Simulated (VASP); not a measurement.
Here is a VASP 6.6.1 calculation.

File INCAR:

```
SYSTEM = CsSe2N
PREC     = Accurate       ! precision mode
ENCUT    = 520            ! plane-wave cutoff, eV
EDIFF    = 1E-6           ! SCF threshold, eV
ISMEAR   = 1              ! smearing method
SIGMA    = 0.15           ! smearing width, eV
LREAL    = .FALSE.        ! projectors in reciprocal space
LASPH    = .TRUE.         ! aspherical terms in the spheres
NELM     = 80             ! most SCF steps
ALGO     = Normal         ! electronic algorithm
ISIF     = 2              ! what is computed and relaxed
LWAVE    = .FALSE.        ! write WAVECAR
LCHARG   = .TRUE.         ! write CHGCAR
LELF     = .TRUE.         ! ELF
LVHAR    = .TRUE.       
NBANDS   = 21             ! bands
```

File KPOINTS:

```
Automatic mesh
0
G
  6 6 6
  0 0 0
```

The input POSCAR:

```
CsSe2N
1.0
    3.5800136597      0.0000002612      0.0000000791
   -1.7900070560      3.1003826446     -0.0000005876
   -0.0000000240     -2.0669204520      7.9100419952
Se N Cs
2 1 1
Direct
    0.2161162528      0.4322325056      0.6483487584
    0.7838837472      0.5677674944      0.3516512416
    0.5000000000      0.0000000000      0.5000000000
    0.0000000000      0.0000000000      0.0000000000
```

Potentials or basis: VASP PAW LDA potentials, release 64 (Se, N, Cs_sv).

Run with:

```console
$ cat potpaw_LDA.64/Se/POTCAR potpaw_LDA.64/N/POTCAR potpaw_LDA.64/Cs_sv/POTCAR > POTCAR
$ mpirun -np 1 vasp_std > vasp.out
```

**Question.** Estimate the largest force.

**Answer.** 0.008 eV/Å.

**Question.** What does it give for the pressure?

**Answer.** 0.3 GPa.

Forces on the atoms (eV/Å):
```
Se   0.000  0.000 -0.008
Se   0.000  0.000  0.008
N    0.000  0.000  0.000
Cs   0.000  0.000  0.000
```
